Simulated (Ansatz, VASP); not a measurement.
# EuS: VASP beside Ansatz

The input INCAR:

```
SYSTEM = EuS
  ALGO = Normal
  EDIFF = 1E-6
  ENCUT = 600
  GGA = PE
  GGA_COMPAT = .FALSE.
  ISIF = 2
  ISMEAR = 0
  ISPIN = 2
  LASPH = .TRUE.
  LCHARG = .FALSE.
  LDAU = .TRUE.
  LDAUJ = 0 0
  LDAUL = 3 -1
  LDAUPRINT = 1
  LDAUTYPE = 2
  LDAUU = 2 0
  LMAXMIX = 6
  LORBIT = 11
  LREAL = .FALSE.
  LWAVE = .FALSE.
  MAGMOM = 7 0
  NBANDS = 22
  NELM = 200
  PREC = Accurate
  SIGMA = 0.1
```

File KPOINTS:

```
k-points
0
G
  10 10 10
  0 0 0
```

File POSCAR:

```
EuS
1.0
    0.0000000000      2.9785000000      2.9785000000
    2.9785000000      0.0000000000      2.9785000000
    2.9785000000      2.9785000000      0.0000000000
Eu S
1 1
Direct
    0.0000000000      0.0000000000      0.0000000000
    0.5000000000      0.5000000000      0.5000000000
```

Input for Ansatz:

```yaml
crystal:
  lattice:
    - [0.0, 2.9785, 2.9785]
    - [2.9785, 0.0, 2.9785]
    - [2.9785, 2.9785, 0.0]
  atoms:
    - { symbol: Eu, position: [0.0, 0.0, 0.0] }
    - { symbol: S, position: [0.5, 0.5, 0.5] }
kpoints:
  mp_grid:
    grid: [10, 10, 10]
    shift: [0.0, 0.0, 0.0]
hamiltonian:
  xc: pbe
  hubbard:
    - { species: Eu, l: f, u_eff: 2.0 }
magnetization:
  spin_polarized: true
  per_species:
    Eu: 7.0
scf:
  occupations:
    method: gaussian
output:
  eigenvalues: true
```

Alike in both runs: task single point; functional PBE; k mesh 10 × 10 × 10; collinear spin; Hubbard terms Eu f U = 2.0 eV.

|  | VASP | Ansatz |
| --- | --- | --- |
| version | VASP 6.6.1 | Ansatz 0.2.0 |
| potentials or method | VASP PAW PBE potentials, release 64 (Eu, S) | plane waves, PAW |
| plane-wave cutoff (eV) | 600 | 420 |
| occupations | gaussian, width 0.1 eV | gaussian |
| valence electrons in the cell | 23 | 23 |

```tsv
	VASP	Ansatz	Ansatz less VASP
gap on the k mesh at the Fermi level (eV)	none	none	-
net moment per atom (μB)	3.50	3.50	0.000
size of the moment on the site where the two differ most (μB)	6.65	6.82	+0.169
```

Site moments also hang on the region over which each program counts them. The programs project onto different local orbitals, so the same U acts differently, and such runs can settle in different states. A gap of «none» marks a metal or a gap that the smearing closes. Ansatz's warnings: filled band counts differ across k points, stability check not made.

Spin-orbit coupling is off throughout.
